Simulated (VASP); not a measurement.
# Li2Se (Fm-3m) in VASP: further runs, part 2 of 2

VASP 6.6.1.

## Step 3: Single point, r2SCAN

This run uses another cell than the first one, of 17.16 Å³/atom.

POSCAR

```
Li2Se
1.0
    0.0000000000      2.9523335100      2.9523335100
    2.9523335100      0.0000000000      2.9523335100
    2.9523335100      2.9523335100      0.0000000000
Li Se
2 1
Direct
    0.2500000000      0.2500000000      0.2500000000
    0.7500000000      0.7500000000      0.7500000000
    0.0000000000      0.0000000000      0.0000000000
```

INCAR.step1

```
PREC = Accurate ; ENCUT = 830
ISMEAR = -1 ; SIGMA = 0.02
LREAL = F ; LASPH = T
NELM = 120 ; NBANDS = 13
GGA = PE ; ALGO = Normal
EDIFF = 1E-5 ; LWAVE = T
LCHARG = F ; GGA_COMPAT = F
```

INCAR.step2

```
PREC = Accurate ; ENCUT = 830
EDIFF = 1E-6 ; ISMEAR = -1
SIGMA = 0.02 ; LREAL = F
LASPH = T ; NELM = 120
ALGO = Normal ; ISIF = 2
LWAVE = F ; LCHARG = T
METAGGA = R2SCAN ; LMIXTAU = T
LELF = T ; LVHAR = T
NBANDS = 13 ; ISTART = 1
GGA_COMPAT = F
```

KPOINTS

```
regular mesh
0
Gamma
  8 8 8
```

Potentials or basis: VASP PAW PBE potentials, release 64 (Li_sv, Se).

The run is started by

```bash
$ cat potpaw_PBE.64/Li_sv/POTCAR potpaw_PBE.64/Se/POTCAR > POTCAR
$ cp INCAR.step1 INCAR
$ mpirun -np 1 vasp_std > vasp.out
$ cp INCAR.step2 INCAR
$ mpirun -np 1 vasp_std > vasp.out
```

OUTCAR:

```text
PREC = Accurate
   ENCUT = 830
   EDIFF = 1E-6
   ISMEAR = -1
   LREAL = F
   LASPH = T
   NELM = 120
   ISIF = 2
   METAGGA = R2SCAN
   ISTART = 1

 ion  position               nearest neighbor table
   1  0.250  0.250  0.250-   3 2.56   3 2.56   3 2.56   3 2.56
   2  0.750  0.750  0.750-   3 2.56   3 2.56   3 2.56   3 2.56
   3  0.000  0.000  0.000-   2 2.56   2 2.56   2 2.56   1 2.56   2 2.56   1 2.56   1 2.56   1 2.56

  LATTYP: Found a face centered cubic cell.
 ALAT       =     5.9046670200

[... 567 lines left out ...]
     10      10.3539      0.00000
     11      11.4945      0.00000
     12      12.9650      0.00000
     13      14.8307      0.00000

 [... further k-points ...]
[... 5 lines left out ...]
  --------------------------------------------------------------------------------------
  -------------------------------------------------------------------------------------
  Total        0.4698245      0.4698245      0.4698245     -0.0000000      0.0000000      0.0000000
  in kB       14.6258122     14.6258122     14.6258122     -0.0000000      0.0000000      0.0000000
  external PRESSURE =      14.6258122 kB  Pullay stress =       0.0000000 kB

 VOLUME and BASIS-vectors are now :
 -----------------------------------------------------------------------------
  energy-cutoff  :      830.00
  volume of cell :       51.47
      direct lattice vectors                 reciprocal lattice vectors
     0.000000000  2.952333510  2.952333510    -0.169357560  0.169357560  0.169357560
     2.952333510  0.000000000  2.952333510     0.169357560 -0.169357560  0.169357560
     2.952333510  2.952333510  0.000000000     0.169357560  0.169357560 -0.169357560

 POSITION                                       TOTAL-FORCE (eV/Angst)
 -----------------------------------------------------------------------------------
      1.47617      1.47617      1.47617        -0.000000      0.000000      0.000000
      4.42850      4.42850      4.42850         0.000000     -0.000000     -0.000000
      0.00000      0.00000      0.00000         0.000000      0.000000      0.000000
 -----------------------------------------------------------------------------------
    total drift:                                0.000000     -0.000000      0.000000

  FREE ENERGIE OF THE ION-ELECTRON SYSTEM (eV)
  ---------------------------------------------------
  free  energy   TOTEN  =       -23.4303791666 eV

  energy  without entropy=      -23.4303791666  energy(sigma->0) =      -23.43037917
```

OUTCAR.step1:

```text
PREC = Accurate
   ENCUT = 830
   ISMEAR = -1
   LREAL = F
   LASPH = T
[... 607 lines left out ...]
      1.47617      1.47617      1.47617        -0.000000     -0.000000     -0.000000
      4.42850      4.42850      4.42850         0.000000      0.000000      0.000000
      0.00000      0.00000      0.00000         0.000000     -0.000000      0.000000
 -----------------------------------------------------------------------------------
    total drift:                                0.000000     -0.000000      0.000000

  FREE ENERGIE OF THE ION-ELECTRON SYSTEM (eV)
  ---------------------------------------------------
  free  energy   TOTEN  =       -11.1153122711 eV

  energy  without entropy=      -11.1153122711  energy(sigma->0) =      -11.11531227
```

It took 1.7 min on 1 thread of Intel Xeon 6975P-C (Granite Rapids), shared host; peak memory 0.27 GiB.

Results:

```
Free energy            : -23.4304 eV
Pressure               : 1.5 GPa
Band gap on the k mesh : 3.42 eV (least direct gap 4.37 eV)
```

Caveat: the PAW data sets were made with another functional, which shifts forces and pressure a little. A k mesh can miss the band edges.

## Step 4: Single point, r2SCAN

This run uses another cell than the first one, of 17.51 Å³/atom.

POSCAR

```
Li2Se
1.0
    0.0000000000      2.9726950700      2.9726950700
    2.9726950700      0.0000000000      2.9726950700
    2.9726950700      2.9726950700      0.0000000000
Li Se
2 1
Direct
    0.2500000000      0.2500000000      0.2500000000
    0.7500000000      0.7500000000      0.7500000000
    0.0000000000      0.0000000000      0.0000000000
```

INCAR.step1

```
  PREC = Accurate
  ENCUT = 830
  ISMEAR = -1
  SIGMA = 0.02
  LREAL = F
  LASPH = T
  NELM = 120
  NBANDS = 13
  GGA = PE
  ALGO = Normal
  EDIFF = 1E-5
  LWAVE = T
  LCHARG = F
  GGA_COMPAT = F
```

INCAR.step2

```
  PREC = Accurate
  ENCUT = 830
  EDIFF = 1E-6
  ISMEAR = -1
  SIGMA = 0.02
  LREAL = F
  LASPH = T
  NELM = 120
  ALGO = Normal
  ISIF = 2
  LWAVE = F
  LCHARG = F
  METAGGA = R2SCAN
  LMIXTAU = T
  NBANDS = 13
  ISTART = 1
  GGA_COMPAT = F
```

KPOINTS

```
Automatic mesh
0
Gamma
  8 8 8
```

Potentials or basis: VASP PAW PBE potentials, release 64 (Li_sv, Se).

The run is started by

```bash
$ cat potpaw_PBE.64/Li_sv/POTCAR potpaw_PBE.64/Se/POTCAR > POTCAR
$ cp INCAR.step1 INCAR
$ mpirun -np 1 vasp_std > vasp.out
$ cp INCAR.step2 INCAR
$ mpirun -np 1 vasp_std > vasp.out
```

OUTCAR:

```text
PREC = Accurate
   ENCUT = 830
   EDIFF = 1E-6
   ISMEAR = -1
   LREAL = F
   LASPH = T
   NELM = 120
   ISIF = 2
   METAGGA = R2SCAN
   ISTART = 1

 ion  position               nearest neighbor table
   1  0.250  0.250  0.250-   3 2.57   3 2.57   3 2.57   3 2.57
   2  0.750  0.750  0.750-   3 2.57   3 2.57   3 2.57   3 2.57
   3  0.000  0.000  0.000-   2 2.57   2 2.57   2 2.57   1 2.57   1 2.57   1 2.57   2 2.57   1 2.57

  LATTYP: Found a face centered cubic cell.
 ALAT       =     5.9453901400

  Lattice vectors:

 A1 = (   0.0000000000,   2.9726950700,   2.9726950700)
 A2 = (   2.9726950700,   0.0000000000,   2.9726950700)
 A3 = (   2.9726950700,   2.9726950700,   0.0000000000)

Analysis of symmetry for initial positions (statically):
=====================================================================
 Subroutine PRICEL returns:
 Original cell was already a primitive cell.

 Routine SETGRP: Setting up the symmetry group for a
 face centered cubic supercell.

 Subroutine GETGRP returns: Found 48 space group operations
 (whereof 48 operations were pure point group operations)
 out of a pool of 48 trial point group operations.

[... 169 lines left out ...]

 k-point     1 :       0.0000    0.0000    0.0000
  band No.  band energies     occupation
      1     -45.2366      2.00000
      2     -45.2107      2.00000
      3     -10.9781      2.00000
      4       0.8735      2.00000
      5       0.8735      2.00000
      6       0.8735      2.00000
      7       5.1465      0.00000
      8       7.1945      0.00000
      9       7.1945      0.00000
     10       7.1945      0.00000
     11      12.1434      0.00000
     12      12.1434      0.00000
     13      12.8944      0.00000
[... 354 lines left out ...]
  band No.  band energies     occupation
      1     -45.2230      2.00000
      2     -45.2230      2.00000
      3     -10.5147      2.00000
      4      -1.8156      2.00000
      5      -0.4603      2.00000
      6      -0.0870      2.00000
      7       6.8533      0.00000
      8       7.5076      0.00000
      9       9.3761      0.00000
     10      10.1413      0.00000
     11      11.2773      0.00000
     12      12.7221      0.00000
     13      14.5760      0.00000

 [... further k-points ...]
[... 5 lines left out ...]
  --------------------------------------------------------------------------------------
  -------------------------------------------------------------------------------------
  Total        0.2116827      0.2116827      0.2116827      0.0000000      0.0000000      0.0000000
  in kB        6.4552782      6.4552782      6.4552782      0.0000000      0.0000000      0.0000000
  external PRESSURE =       6.4552782 kB  Pullay stress =       0.0000000 kB

 VOLUME and BASIS-vectors are now :
 -----------------------------------------------------------------------------
  energy-cutoff  :      830.00
  volume of cell :       52.54
      direct lattice vectors                 reciprocal lattice vectors
     0.000000000  2.972695070  2.972695070    -0.168197541  0.168197541  0.168197541
     2.972695070  0.000000000  2.972695070     0.168197541 -0.168197541  0.168197541
     2.972695070  2.972695070  0.000000000     0.168197541  0.168197541 -0.168197541

 POSITION                                       TOTAL-FORCE (eV/Angst)
 -----------------------------------------------------------------------------------
      1.48635      1.48635      1.48635         0.000000      0.000000      0.000000
      4.45904      4.45904      4.45904        -0.000000     -0.000000     -0.000000
      0.00000      0.00000      0.00000        -0.000000      0.000000     -0.000000
 -----------------------------------------------------------------------------------
    total drift:                                0.000000     -0.000000      0.000000

  FREE ENERGIE OF THE ION-ELECTRON SYSTEM (eV)
  ---------------------------------------------------
  free  energy   TOTEN  =       -23.4375418790 eV

  energy  without entropy=      -23.4375418790  energy(sigma->0) =      -23.43754188
```

It took 89 s on 1 thread of Intel Xeon 6975P-C (Granite Rapids), shared host; peak memory 0.27 GiB.

What came out:

- Free energy: -23.4375 eV
- Pressure: 0.6 GPa
- Band gap on the k mesh: 3.44 eV (least direct gap 4.27 eV)

Caveat: the PAW data sets were made with another functional, which shifts forces and pressure a little.

## Step 5: The runs side by side

```tsv
cell	gap on the mesh (eV)	pressure (GPa)
a = 4.146 Å, angles 60.0°, 3 atoms	3.40	2.3
a = 4.175 Å, angles 60.0°, 3 atoms	3.42	1.5
a = 4.204 Å, angles 60.0°, 3 atoms	3.44	0.6
```

Alike in all rows: task single point; level r2SCAN; potentials or basis VASP PAW PBE potentials, release 64 (Li_sv, Se); no spin polarisation; k mesh 8 × 8 × 8; cutoff (eV) 830; smearing fermi-dirac 0.02 eV.

Caveats: the PAW data sets were made with another functional, which shifts forces and pressure a little.

Absolute energies hang on the potentials; compare differences alone.
